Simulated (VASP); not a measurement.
Here is a VASP 6.6.1 calculation.

Contents of INCAR:

```
PREC = Accurate
ENCUT = 520
EDIFF = 1E-7
ISMEAR = 0
SIGMA = 0.1
LREAL = False
LASPH = True
NELM = 80
ALGO = Normal
ISIF = 2
LWAVE = False
LCHARG = False
GGA = PE
NBANDS = 8
```

The input KPOINTS:

```
Automatic mesh
0
Gamma
  22 22 22
```

Contents of POSCAR:

```
P
1.0
    2.4444872057      0.0000000000      0.0000000000
    0.0000000000      2.4444872057      0.0000000000
    0.0000000000      0.0000000000      2.4444872057
P
1
Direct
    0.5000000000      0.5000000000      0.5000000000
```

Potentials or basis: VASP PAW PBE potentials, release 64 (P).

Launch:

```console
$ cat potpaw_PBE.64/P/POTCAR > POTCAR
$ mpirun -np 1 vasp_std > vasp.out
```

Task: Estimate the pressure.

Result: -0.3 GPa.

Task: What does it give for the band gap on the k mesh?

Result: Zero (an odd number of electrons rules out a gap without spin polarisation).
